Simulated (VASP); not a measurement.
# SbBr2 (Pn-3m) in VASP: notebook, part 3 of 3

VASP 6.6.1. The steps go on from the part before.

## 6. Relaxation of cell and atoms, PBE

This run uses another cell than the first one, of 44.77 Å³/atom.

Contents of INCAR:

```
PREC     = Accurate       # precision mode
ENCUT    = 600            # plane-wave cutoff, eV
EDIFF    = 1E-6           # SCF threshold, eV
ISMEAR   = 0              # smearing method
SIGMA    = 0.1            # smearing width, eV
LREAL    = F              # projectors in reciprocal space
LASPH    = T              # aspherical terms in the spheres
NELM     = 80             # most SCF steps
ALGO     = Normal         # electronic algorithm
ISIF     = 3              # what is computed and relaxed
LWAVE    = F              # write WAVECAR
LCHARG   = F              # write CHGCAR
GGA      = PE             # functional
IBRION   = 2              # ionic algorithm
NSW      = 100            # ionic steps
EDIFFG   = -0.01          # ionic threshold
```

Contents of KPOINTS:

```
regular mesh
0
Gamma
  6 6 6
```

Contents of POSCAR:

```
SbBr2
1.0
    6.4521607363      0.0000000000      0.0000000000
    0.0000000000      6.4521607363      0.0000000000
    0.0000000000      0.0000000000      6.4521607363
Sb Br
2 4
Direct
    0.0000000000      0.0000000000      0.0000000000
    0.5000000000      0.5000000000      0.5000000000
    0.2500000000      0.2500000000      0.2500000000
    0.2500000000      0.7500000000      0.7500000000
    0.7500000000      0.7500000000      0.2500000000
    0.7500000000      0.2500000000      0.7500000000
```

Potentials or basis: VASP PAW PBE potentials, release 64 (Sb, Br).

Command:

```
$ cat potpaw_PBE.64/Sb/POTCAR potpaw_PBE.64/Br/POTCAR > POTCAR
$ mpirun -np 1 vasp_std > vasp.out
```

OUTCAR:

```text
PREC = Accurate
   ENCUT = 600
   EDIFF = 1E-6
   ISMEAR = 0
   LREAL = F
   LASPH = T
   NELM = 80
   ISIF = 3
   GGA = PE
   IBRION = 2
   NSW = 100
   EDIFFG = -0.01

 ion  position               nearest neighbor table
   1  0.000  0.000  0.000-   3 2.79   4 2.79   5 2.79   6 2.79
   2  0.500  0.500  0.500-   3 2.79   4 2.79   5 2.79   6 2.79
   3  0.250  0.250  0.250-   1 2.79   2 2.79
[... 726 lines left out ...]
  -------------------------------------------------------------------------------------
  Total       -0.0074684     -0.0074684     -0.0074684      0.0000000      0.0000000      0.0000000
  in kB       -0.0445473     -0.0445473     -0.0445473      0.0000000      0.0000000      0.0000000
  external PRESSURE =      -0.0445473 kB  Pullay stress =       0.0000000 kB

 VOLUME and BASIS-vectors are now :
 -----------------------------------------------------------------------------
  energy-cutoff  :      600.00
  volume of cell :      268.61
      direct lattice vectors                 reciprocal lattice vectors
     6.452160736  0.000000000  0.000000000     0.154986839  0.000000000  0.000000000
     0.000000000  6.452160736  0.000000000     0.000000000  0.154986839  0.000000000
     0.000000000  0.000000000  6.452160736     0.000000000  0.000000000  0.154986839

 POSITION                                       TOTAL-FORCE (eV/Angst)
 -----------------------------------------------------------------------------------
      0.00000      0.00000      0.00000        -0.000000     -0.000000     -0.000000
      3.22608      3.22608      3.22608         0.000000     -0.000000     -0.000000
      1.61304      1.61304      1.61304         0.000000      0.000000     -0.000000
      1.61304      4.83912      4.83912        -0.000000     -0.000000     -0.000000
      4.83912      4.83912      1.61304        -0.000000      0.000000      0.000000
      4.83912      1.61304      4.83912         0.000000      0.000000      0.000000
 -----------------------------------------------------------------------------------
    total drift:                                0.000000      0.000000     -0.000000

  FREE ENERGIE OF THE ION-ELECTRON SYSTEM (eV)
  ---------------------------------------------------
  free  energy   TOTEN  =       -16.1428950202 eV

  energy  without entropy=      -16.0954814872  energy(sigma->0) =      -16.11918825

 reached required accuracy - stopping structural energy minimisation
```

CONTCAR:

```text
SbBr2
   1.00000000000000
     6.4521607362999998    0.0000000000000000    0.0000000000000000
     0.0000000000000000    6.4521607362999998    0.0000000000000000
     0.0000000000000000    0.0000000000000000    6.4521607362999998
  Sb              Br
     2     4
Direct
     0.0000000000000000    0.0000000000000000    0.0000000000000000
     0.5000000000000000    0.5000000000000000    0.5000000000000000
     0.2500000000000000    0.2500000000000000    0.2500000000000000
     0.2500000000000000    0.7500000000000000    0.7500000000000000
     0.7500000000000000    0.7500000000000000    0.2500000000000000
     0.7500000000000000    0.2500000000000000    0.7500000000000000

  0.00000000E+00  0.00000000E+00  0.00000000E+00
  0.00000000E+00  0.00000000E+00  0.00000000E+00
  0.00000000E+00  0.00000000E+00  0.00000000E+00
  0.00000000E+00  0.00000000E+00  0.00000000E+00
  0.00000000E+00  0.00000000E+00  0.00000000E+00
  0.00000000E+00  0.00000000E+00  0.00000000E+00
```

Wall time 2.5 min (1 thread of Intel Xeon Platinum 8488C (Sapphire Rapids), shared host); peak memory 0.48 GiB.

What came out:

```
Free energy             : -16.1429 eV
Pressure after relaxing : 0.0 GPa
Band gap on the k mesh  : zero (bands 19 and 20 overlap by 0.93 eV)
```

Final structure:
```
Sb Br
1.0
     6.45216    0.00000    0.00000
     0.00000    6.45216    0.00000
     0.00000    0.00000    6.45216
Sb Br
2 4
Direct
  0.00000 0.00000 0.00000
  0.50000 0.50000 0.50000
  0.25000 0.25000 0.25000
  0.25000 0.75000 0.75000
  0.75000 0.75000 0.25000
  0.75000 0.25000 0.75000
```

Caveat: the relaxation stopped at its first step, so nothing moved; spin-orbit coupling is left out, which moves the levels of the heavy elements.

## 7. Summary

| task | cell | k mesh | cutoff (eV) | gap on the mesh (eV) | pressure (GPa) |
| --- | --- | --- | --- | --- | --- |
| single point | a = 5.818 Å, 6 atoms | 4 × 4 × 4 | 520 | none | 14.3 |
| single point | a = 6.452 Å, 6 atoms | 4 × 4 × 4 | 520 | none | 0.0 |
| single point | a = 6.458 Å, 6 atoms | 6 × 6 × 6 | 520 | none | -0.1 |
| relaxation of cell and atoms | relaxed from a = 5.818 Å, 6 atoms | 4 × 4 × 4 | 600 | none | 0.0 |
| relaxation of cell and atoms | relaxed from a = 6.452 Å, 6 atoms | 6 × 6 × 6 | 600 | none | 0.0 |

Alike in all rows: level PBE; potentials or basis VASP PAW PBE potentials, release 64 (Sb, Br); no spin polarisation; smearing gaussian 0.1 eV.

Caveats: spin-orbit coupling is left out, which moves the levels of the heavy elements; the cell stands under pressure (at least some runs); the volume moved by over 15 % at a fixed basis, so the end points are rough (at least some runs); the relaxation stopped at its first step, so nothing moved (at least some runs).

Total energies depend on the potentials used, so only differences within one code and one set of settings carry meaning.
